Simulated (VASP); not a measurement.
Here is a VASP 6.6.1 calculation.

Contents of INCAR:

```
SYSTEM = BP
PREC     = Accurate       ! precision mode
ENCUT    = 500            ! plane-wave cutoff, eV
EDIFF    = 1E-8           ! SCF threshold, eV
ISMEAR   = 0              ! smearing method
SIGMA    = 0.01           ! smearing width, eV
LREAL    = .FALSE.        ! projectors in reciprocal space
LASPH    = .TRUE.         ! aspherical terms in the spheres
NELM     = 120            ! most SCF steps
ALGO     = Normal         ! electronic algorithm
ISIF     = 2              ! what is computed and relaxed
LWAVE    = .FALSE.        ! write WAVECAR
LCHARG   = .TRUE.         ! write CHGCAR
IBRION   = 8              ! ionic algorithm
NSW      = 1              ! ionic steps
LEPSILON = .TRUE.         ! dielectric tensor by DFPT
GGA_COMPAT= .FALSE.
```

KPOINTS

```
regular mesh
0
G
  12 12 12
  0 0 0
```

File POSCAR:

```
BP
1.0
    0.0000000000      2.1729089052      2.1729089052
    2.1729089052      0.0000000000      2.1729089052
    2.1729089052      2.1729089052      0.0000000000
B P
1 1
Direct
    0.0000000000      0.0000000000      0.0000000000
    0.2500000000      0.2500000000      0.2500000000
```

Potentials or basis: VASP PAW LDA potentials, release 64 (B, P).

Command:

```console
$ cat potpaw_LDA.64/B/POTCAR potpaw_LDA.64/P/POTCAR > POTCAR
$ mpirun -np 1 vasp_std > vasp.out
```

Task: What does it give for the electronic dielectric tensor (diagonal)?

Result: 9.21.

Task: Estimate the Born charges (mean of the diagonal).

Result: B -0.95; P +0.95 e.

Task: Estimate the highest phonon frequency at Γ, LO-TO splitting left out.

Result: 903 cm⁻¹.

Electronic dielectric tensor:
```
9.21 0.00 0.00
0.00 9.21 0.00
0.00 0.00 9.21
```

Caveat: the cell stands under pressure or tension, which shifts response properties.
